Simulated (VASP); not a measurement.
# GaSb (I-4m2) in VASP: further runs

The runs below take GaSb through single point, with PBE.

Everything below comes from runs of VASP 6.6.1. Logs are shortened: lines on timing, memory, paths and dates and some standing lists are left out, and cuts for length are marked.

## Step 1: The cell of the first run

The structure is tetragonal, space group I-4m2 (No. 119). Conventional cell: a = 4.306 Å, b = 4.306 Å, c = 6.214 Å, α = 90.00°, β = 90.00°, γ = 90.00°. Ga (site symmetry -4m2) has 4 Sb at 2.65 Å within 3.5 Å. Sb (site symmetry -4m2) has 4 Ga at 2.65 Å within 3.5 Å.

## Step 2: Single point, PBE (strain -0.0200 x Voigt [1, 1, 0, 0, 0, 0])

Contents of INCAR:

```
PREC     = Accurate       # precision mode
ENCUT    = 520            # plane-wave cutoff, eV
EDIFF    = 1E-7           # SCF threshold, eV
ISMEAR   = 0              # smearing method
SIGMA    = 0.15           # smearing width, eV
LREAL    = F              # projectors in reciprocal space
LASPH    = T              # aspherical terms in the spheres
NELM     = 100            # most SCF steps
ALGO     = Normal         # electronic algorithm
ISIF     = 2              # what is computed and relaxed
LWAVE    = F              # write WAVECAR
LCHARG   = T              # write CHGCAR
GGA      = PE             # functional
LELF     = T              # ELF
LVHAR    = T            
NBANDS   = 16             # bands
```

Contents of KPOINTS:

```
regular mesh
0
Gamma
  16 16 16
```

Contents of POSCAR:

```
GaSb
1.0
    0.0000000000      3.0447822190      3.1069206316
    3.0447822190      0.0000000000      3.1069206316
    3.0447822190      3.0447822190      0.0000000000
Ga Sb
1 1
Direct
    0.0000000000      0.0000000000      0.0000000000
    0.7500000000      0.7500000000      0.7500000000
```

Potentials or basis: VASP PAW PBE potentials, release 64 (Ga_d, Sb).

On the command line:

```console
$ cat potpaw_PBE.64/Ga_d/POTCAR potpaw_PBE.64/Sb/POTCAR > POTCAR
$ mpirun -np 1 vasp_std > vasp.out
```

OUTCAR:

```text
PREC = Accurate
   ENCUT = 520
   EDIFF = 1E-7
   ISMEAR = 0
   LREAL = F
   LASPH = T
   NELM = 100
   ISIF = 2
   GGA = PE

 ion  position               nearest neighbor table
   1  0.000  0.000  0.000-   2 2.65   2 2.65   2 2.65   2 2.65
   2  0.750  0.750  0.750-   1 2.65   1 2.65   1 2.65   1 2.65

  LATTYP: Found a body centered tetragonal cell.
 ALAT       =     4.3059723086
 C/A-ratio  =     1.4430750636

  Lattice vectors:

 A1 = (  -3.0447822190,   0.0000000000,   3.1069206316)
 A2 = (   3.0447822190,   0.0000000000,   3.1069206316)
 A3 = (   0.0000000000,   3.0447822190,  -3.1069206316)

Analysis of symmetry for initial positions (statically):
=====================================================================
 Subroutine PRICEL returns:
 Original cell was already a primitive cell.

 Routine SETGRP: Setting up the symmetry group for a
 body centered tetragonal supercell.

 Subroutine GETGRP returns: Found  8 space group operations
 (whereof  8 operations were pure point group operations)
 out of a pool of 16 trial point group operations.

The static configuration has the point symmetry D_2d.

Analysis of symmetry for dynamics (positions and initial velocities):
=====================================================================
 Subroutine PRICEL returns:
 Original cell was already a primitive cell.

 Routine SETGRP: Setting up the symmetry group for a
 body centered tetragonal supercell.

 Subroutine GETGRP returns: Found  8 space group operations
 (whereof  8 operations were pure point group operations)
 out of a pool of 16 trial point group operations.

The dynamic configuration has the point symmetry D_2d.

 Subroutine INISYM returns: Found  8 space group operations
 (whereof  8 operations are pure point group operations),
 and found     1 'primitive' translations

----------------------------------------------------------------------------------------

                                     Primitive cell

  volume of cell :      57.6067

  direct lattice vectors                    reciprocal lattice vectors
     0.000000000  3.044782219  3.106920632    -0.164215357  0.164215357  0.160931050
     3.044782219  0.000000000  3.106920632     0.164215357 -0.164215357  0.160931050
     3.044782219  3.044782219  0.000000000     0.164215357  0.164215357 -0.160931050

  length of vectors
     4.350132707  4.350132707  4.305972309     0.282545872  0.282545872  0.282545872

  position of ions in fractional coordinates (direct lattice)
     0.000000000  0.000000000  0.000000000
     0.750000000  0.750000000  0.750000000

  ion indices of the primitive-cell ions
   primitive index   ion index
                 1           1
                 2           2

----------------------------------------------------------------------------------------

 KPOINTS: regular mesh

Automatic generation of k-mesh.
 Grid dimensions read from file:
 generate k-points for:   16   16   16

 Generating k-lattice:

  Cartesian coordinates                     Fractional coordinates (reciprocal lattice)
    -0.010263460  0.010263460  0.010058191     0.062500000  0.000000000  0.000000000
     0.010263460 -0.010263460  0.010058191     0.000000000  0.062500000  0.000000000
     0.010263460  0.010263460 -0.010058191     0.000000000  0.000000000  0.062500000

  Length of vectors
     0.017659117  0.017659117  0.017659117

  Shift w.r.t. Gamma in fractional coordinates (k-lattice)
     0.000000000  0.000000000  0.000000000

 Subroutine IBZKPT returns following result:
 ===========================================

 Found    349 irreducible k-points:

 Following reciprocal coordinates:
            Coordinates               Weight
  0.000000  0.000000  0.000000      1.000000
  0.062500  0.000000  0.000000      8.000000
  0.125000  0.000000  0.000000      8.000000
  0.187500  0.000000  0.000000      8.000000
  0.250000  0.000000  0.000000      8.000000
  0.312500  0.000000  0.000000      8.000000
[... 16 lines left out ...]
 -0.125000  0.062500  0.000000      8.000000
 -0.062500  0.062500  0.000000      4.000000
 [... further k-points ...]
   k-points           NKPTS =    349   k-points in BZ     NKDIM =    349   number of bands    NBANDS=     16
   number of dos      NEDOS =    301   number of ions     NIONS =      2
   total plane-waves  NPLWV =  32768
   dimension x,y,z NGX =    32 NGY =   32 NGZ =   32
   dimension x,y,z NGXF=    64 NGYF=   64 NGZF=   64
   ions per type =               1   1
   NGX,Y,Z   is equivalent  to a cutoff of  12.23, 12.23, 12.35 a.u.
   NGXF,Y,Z  is equivalent  to a cutoff of  24.46, 24.46, 24.71 a.u.
 SYSTEM =  unknown system
   PREC   = accura    normal or accurate (medium, high low for compatibility)
   ISTART =      0    job   : 0-new  1-cont  2-samecut
   ICHARG =      2    charge: 1-file 2-atom 10-const
   ISPIN  =      1    spin polarized calculation?
   LNONCOLLINEAR =      F non collinear calculations
   LSORBIT =      F    spin-orbit coupling
   LASPH  =      T    aspherical Exc in radial PAW
   ENCUT  =  520.0 eV  38.22 Ry    6.18 a.u.   8.09  8.09  8.01*2*pi/ulx,y,z
   NELM   =    100;   NELMIN=  2; NELMDL= -5     # of ELM steps
   EDIFF  = 0.1E-06   stopping-criterion for ELM
   LREAL  =      F    real-space projection
   EDIFFG = 0.1E-05   stopping-criterion for IOM
   NSW    =      0    number of steps for IOM
   IBRION =     -1    ionic relax: 0-MD 1-quasi-New 2-CG
   NFREE  =      0    steps in history (QN), initial steepest desc. (CG)
   ISIF   =      2    stress and relaxation
   ISYM   =      2    0-nonsym 1-usesym 2-fastsym
   POTIM  = 0.5000    time-step for ionic-motion
   TEBEG  =    0.0;   TEEND  =   0.0 temperature during run
   PSTRESS=    0.0 pullay stress
   NELECT =      18.0000    total number of electrons
   NUPDOWN=      -1.0000    fix difference up-down
   EMIN   =  10.00;   EMAX   =-10.00  energy-range for DOS
   EFERMI =   0.00;   METHOD = LEGACY
   ISMEAR =     0;   SIGMA  =   0.15  broadening in eV -4-tet -1-fermi 0-gaus
   EFERMI_NEDOS =   21; number of points for ismear=-14 and -15
   IALGO  =     38    algorithm
   IMIX   =      4    mixing-type and parameters
     AMIX     =   0.40;   BMIX     =  1.00
     AMIX_MAG =   1.60;   BMIX_MAG =  1.00
  volume/ion in A,a.u.               =      28.80       194.37
  Fermi-wavevector in a.u.,A,eV,Ry     =   1.110900  2.099296 16.790920  1.234098
  Thomas-Fermi vector in A             =   2.247456
   LORBIT       =      0    0 simple, 1 ext, 2 COOP (PROOUT), +10 PAW based schemes
   GGA     = PE    functional components
   LHFCALC =     F    Hartree Fock is set to
   AEXX    =    0.0000 exact exchange contribution
   IVDW    =     0    specifies the selected vdW correction
   LEPSILON=     F    determine dielectric tensor
   LRPA    =     F    only Hartree local field effects (RPA)
 non-spin polarized calculation
 Gauss-broadening in eV      SIGMA  =   0.15
  energy-cutoff  :      520.00
  volume of cell :       57.61
 maximum number of plane-waves:      1569
   NGX = 17   NGY = 17   NGZ = 17

 number of electron      17.9999990 magnetization

 Free energy of the ion-electron system (eV)
  ---------------------------------------------------
  ext. energy  EPLUGINS =         0.00000000
  ---------------------------------------------------
  free energy    TOTEN  =        -7.35633047 eV

  energy without entropy =       -7.35619575  energy(sigma->0) =       -7.35626311

 E-fermi :   4.9561     XC(G=0):  -9.0631

 val. band max:        4.8450648453   @ k =   0.0000   0.0000   0.0000
 cond. band min:       5.1908017608   @ k =   0.5000   0.0000   0.0000
 fundamental gap:      0.3457369156
 Fermi energy:         4.9560840643

 k-point     1 :       0.0000    0.0000    0.0000
  band No.  band energies     occupation
      1     -10.2167      2.00000
      2     -10.2140      2.00000
      3     -10.2140      2.00000
      4     -10.1674      2.00000
      5     -10.1650      2.00000
      6      -6.6272      2.00000
[... 8 lines left out ...]
     15      13.2095      0.00000
     16      13.5534      0.00000

 k-point     2 :       0.0625    0.0000    0.0000
  band No.  band energies     occupation
      1     -10.2169      2.00000
      2     -10.2143      2.00000
      3     -10.2135      2.00000
      4     -10.1675      2.00000
      5     -10.1650      2.00000
      6      -6.5872      2.00000
[... 8 lines left out ...]
     15      12.8798      0.00000
     16      13.1807      0.00000

 k-point     3 :       0.1250    0.0000    0.0000
  band No.  band energies     occupation
      1     -10.2192      2.00000
      2     -10.2138      2.00000
      3     -10.2122      2.00000
      4     -10.1676      2.00000
      5     -10.1651      2.00000
      6      -6.4685      2.00000
[... 8 lines left out ...]
     15      12.4740      0.00000
     16      12.7145      0.00000

 k-point     4 :       0.1875    0.0000    0.0000
  band No.  band energies     occupation
      1     -10.2234      2.00000
      2     -10.2121      2.00000
      3     -10.2104      2.00000
      4     -10.1678      2.00000
      5     -10.1652      2.00000
      6      -6.2753      2.00000
[... 8 lines left out ...]
     15      12.2864      0.00000
     16      12.4352      0.00000

 k-point     5 :       0.2500    0.0000    0.0000
  band No.  band energies     occupation
      1     -10.2286      2.00000
      2     -10.2100      2.00000
      3     -10.2083      2.00000
      4     -10.1680      2.00000
      5     -10.1651      2.00000
      6      -6.0168      2.00000
[... 8 lines left out ...]
     15      12.3694      0.00000
     16      12.4279      0.00000

 k-point     6 :       0.3125    0.0000    0.0000
  band No.  band energies     occupation
      1     -10.2337      2.00000
      2     -10.2081      2.00000
      3     -10.2063      2.00000
      4     -10.1679      2.00000
      5     -10.1649      2.00000
      6      -5.7104      2.00000
[... 8 lines left out ...]
     15      12.7284      0.00000
     16      12.7407      0.00000
[... 267 lines left out ...]
 k-point    21 :      -0.2500    0.0625    0.0000
  band No.  band energies     occupation
      1     -10.2310      2.00000
      2     -10.2085      2.00000
      3     -10.2077      2.00000
      4     -10.1686      2.00000
      5     -10.1646      2.00000
      6      -5.8814      2.00000
[... 8 lines left out ...]
     15      12.1318      0.00000
     16      13.1507      0.00000

 k-point    22 :      -0.1875    0.0625    0.0000
  band No.  band energies     occupation
      1     -10.2258      2.00000
      2     -10.2107      2.00000
      3     -10.2098      2.00000
      4     -10.1685      2.00000
      5     -10.1648      2.00000
      6      -6.1584      2.00000
[... 8 lines left out ...]
     15      12.1657      0.00000
     16      12.7703      0.00000

 k-point    23 :      -0.1250    0.0625    0.0000
  band No.  band energies     occupation
      1     -10.2209      2.00000
      2     -10.2129      2.00000
      3     -10.2117      2.00000
      4     -10.1682      2.00000
      5     -10.1648      2.00000
      6      -6.3749      2.00000
[... 8 lines left out ...]
     15      12.1996      0.00000
     16      12.6675      0.00000

 k-point    24 :      -0.0625    0.0625    0.0000
  band No.  band energies     occupation
      1     -10.2171      2.00000
      2     -10.2149      2.00000
      3     -10.2130      2.00000
      4     -10.1678      2.00000
      5     -10.1649      2.00000
      6      -6.5197      2.00000
[... 8 lines left out ...]
     15      12.6209      0.00000
     16      12.9056      0.00000

 [... further k-points ...]

------------------------ aborting loop because EDIFF is reached ----------------------------------------

  FORCE on cell =-STRESS in cart. coord.  units (eV):
  Direction    XX          YY          ZZ          XY          YZ          ZX
  --------------------------------------------------------------------------------------
  -------------------------------------------------------------------------------------
  Total        0.8515072      0.8515072      0.5309771      0.0000000      0.0000000     -0.0000000
  in kB       23.6824310     23.6824310     14.7677307      0.0000000      0.0000000     -0.0000000
  external PRESSURE =      20.7108642 kB  Pullay stress =       0.0000000 kB

 VOLUME and BASIS-vectors are now :
 -----------------------------------------------------------------------------
  energy-cutoff  :      520.00
  volume of cell :       57.61
      direct lattice vectors                 reciprocal lattice vectors
     0.000000000  3.044782219  3.106920632    -0.164215357  0.164215357  0.160931050
     3.044782219  0.000000000  3.106920632     0.164215357 -0.164215357  0.160931050
     3.044782219  3.044782219  0.000000000     0.164215357  0.164215357 -0.160931050

 POSITION                                       TOTAL-FORCE (eV/Angst)
 -----------------------------------------------------------------------------------
      0.00000      0.00000      0.00000         0.000000      0.000000      0.000000
      4.56717      4.56717      4.66038        -0.000000     -0.000000      0.000000
 -----------------------------------------------------------------------------------
    total drift:                               -0.000001     -0.000001     -0.000002

  FREE ENERGIE OF THE ION-ELECTRON SYSTEM (eV)
  ---------------------------------------------------
  free  energy   TOTEN  =        -7.3563304694 eV

  energy  without entropy=       -7.3561957510  energy(sigma->0) =       -7.35626311
```

It took 1.8 min on 1 thread of Intel Xeon Platinum 8488C (Sapphire Rapids), shared host; peak memory 0.44 GiB.

Results:

* Free energy: -7.3563 eV
* Pressure: 2.1 GPa
* Band gap on the k mesh: zero (filled and empty bands touch)

Stress tensor (GPa, compression positive):
```
2.37 0.00 0.00
0.00 2.37 0.00
0.00 0.00 1.48
```

Caveat: the cell differs from its parent crystal (strain -0.0200 x Voigt [1, 1, 0, 0, 0, 0]); semilocal functionals underestimate gaps, so a narrow gap can read as zero; spin-orbit coupling is left out, which moves the levels of the heavy elements.

## Step 3: Single point, PBE (strain -0.0100 x Voigt [1, 1, 0, 0, 0, 0])

Contents of INCAR:

```
PREC = Accurate
ENCUT = 520
EDIFF = 1E-6
ISMEAR = 0
SIGMA = 0.15
LREAL = False
LASPH = True
NELM = 100
ALGO = Normal
ISIF = 2
LWAVE = False
LCHARG = True
GGA = PE
LELF = True
LVHAR = True
NBANDS = 16
```

Contents of KPOINTS:

```
Automatic mesh
0
Gamma
  16 16 16
```

Contents of POSCAR:

```
GaSb
1.0
    0.0000000000      3.0758514253      3.1069206316
    3.0758514253      0.0000000000      3.1069206316
    3.0758514253      3.0758514253      0.0000000000
Ga Sb
1 1
Direct
    0.0000000000      0.0000000000      0.0000000000
    0.7500000000      0.7500000000      0.7500000000
```

Potentials or basis: VASP PAW PBE potentials, release 64 (Ga_d, Sb).

On the command line:

```console
$ cat potpaw_PBE.64/Ga_d/POTCAR potpaw_PBE.64/Sb/POTCAR > POTCAR
$ mpirun -np 1 vasp_std > vasp.out
```

OUTCAR:

```text
PREC = Accurate
   ENCUT = 520
   EDIFF = 1E-6
   ISMEAR = 0
   LREAL = False
   LASPH = True
   NELM = 100
   ISIF = 2
   GGA = PE

 ion  position               nearest neighbor table
   1  0.000  0.000  0.000-   2 2.67   2 2.67   2 2.67   2 2.67
   2  0.750  0.750  0.750-   1 2.67   1 2.67   1 2.67   1 2.67

  LATTYP: Found a body centered tetragonal cell.
 ALAT       =     4.3499108015
 C/A-ratio  =     1.4284985478

  Lattice vectors:

 A1 = (  -3.0758514253,   0.0000000000,   3.1069206316)
[... 642 lines left out ...]

------------------------ aborting loop because EDIFF is reached ----------------------------------------

  FORCE on cell =-STRESS in cart. coord.  units (eV):
  Direction    XX          YY          ZZ          XY          YZ          ZX
  --------------------------------------------------------------------------------------
  -------------------------------------------------------------------------------------
  Total        0.4180607      0.4180607      0.2599226      0.0000000     -0.0000000     -0.0000000
  in kB       11.3935488     11.3935488      7.0837596      0.0000000     -0.0000000     -0.0000000
  external PRESSURE =       9.9569524 kB  Pullay stress =       0.0000000 kB

 VOLUME and BASIS-vectors are now :
 -----------------------------------------------------------------------------
  energy-cutoff  :      520.00
  volume of cell :       58.79
      direct lattice vectors                 reciprocal lattice vectors
     0.000000000  3.075851425  3.106920632    -0.162556616  0.162556616  0.160931050
     3.075851425  0.000000000  3.106920632     0.162556616 -0.162556616  0.160931050
     3.075851425  3.075851425  0.000000000     0.162556616  0.162556616 -0.160931050

 POSITION                                       TOTAL-FORCE (eV/Angst)
 -----------------------------------------------------------------------------------
      0.00000      0.00000      0.00000        -0.000000     -0.000000      0.000000
      4.61378      4.61378      4.66038         0.000000      0.000000     -0.000000
 -----------------------------------------------------------------------------------
    total drift:                               -0.000001     -0.000001      0.000003

  FREE ENERGIE OF THE ION-ELECTRON SYSTEM (eV)
  ---------------------------------------------------
  free  energy   TOTEN  =        -7.3692468917 eV

  energy  without entropy=       -7.3690899732  energy(sigma->0) =       -7.36916843
```

OSZICAR:

```text
N       E                     dE             d eps       ncg     rms          rms(c)
DAV:   1     0.820104606007E+02    0.82010E+02   -0.86003E+03 11344   0.136E+03
DAV:   2    -0.984230238628E+00   -0.82995E+02   -0.79691E+02 13296   0.297E+02
DAV:   3    -0.730459686891E+01   -0.63204E+01   -0.63068E+01 13440   0.648E+01
DAV:   4    -0.741685219246E+01   -0.11226E+00   -0.11224E+00 14152   0.971E+00
DAV:   5    -0.741955431599E+01   -0.27021E-02   -0.27021E-02 14368   0.133E+00    0.308E+00
DAV:   6    -0.737936594902E+01    0.40188E-01   -0.61340E-02 16000   0.381E+00    0.183E+00
DAV:   7    -0.736776299493E+01    0.11603E-01   -0.35574E-02 13088   0.152E+00    0.339E-01
DAV:   8    -0.736871272608E+01   -0.94973E-03   -0.42432E-03 14696   0.736E-01    0.767E-02
DAV:   9    -0.736918890741E+01   -0.47618E-03   -0.64725E-04 13336   0.198E-01    0.313E-02
DAV:  10    -0.736922862881E+01   -0.39721E-04   -0.43833E-05 14672   0.398E-02    0.861E-03
DAV:  11    -0.736924598994E+01   -0.17361E-04   -0.24652E-05 12872   0.333E-02    0.597E-03
DAV:  12    -0.736924689171E+01   -0.90178E-06   -0.15455E-06 14352   0.817E-03
   1 F= -.73692469E+01 E0= -.73691684E+01  d E =-.156918E-03
```

stdout:

```text
POSCAR found type information on POSCAR GaSb
 POSCAR found :  2 types and       2 ions
 scaLAPACK will be used
 LDA part: xc-table for (Slater+PW92), standard interpolation
 POSCAR, INCAR and KPOINTS ok, starting setup
 FFT: planning ... GRIDC
 FFT: planning ... GRID_SOFT
 FFT: planning ... GRID
 WAVECAR not read
 entering main loop
```

Wall time 2.4 min (1 thread of Intel Xeon Platinum 8488C (Sapphire Rapids), shared host); peak memory 0.46 GiB.

Results:

```yaml
Free_energy: -7.3692 eV
Pressure: 1.0 GPa
Band_gap_on_the_k_mesh: zero (filled and empty bands touch)
```

Caveat: the cell differs from its parent crystal (strain -0.0100 x Voigt [1, 1, 0, 0, 0, 0]); semilocal functionals underestimate gaps, so a narrow gap can read as zero; spin-orbit coupling is left out, which moves the levels of the heavy elements.

[end of part 1 of 2]
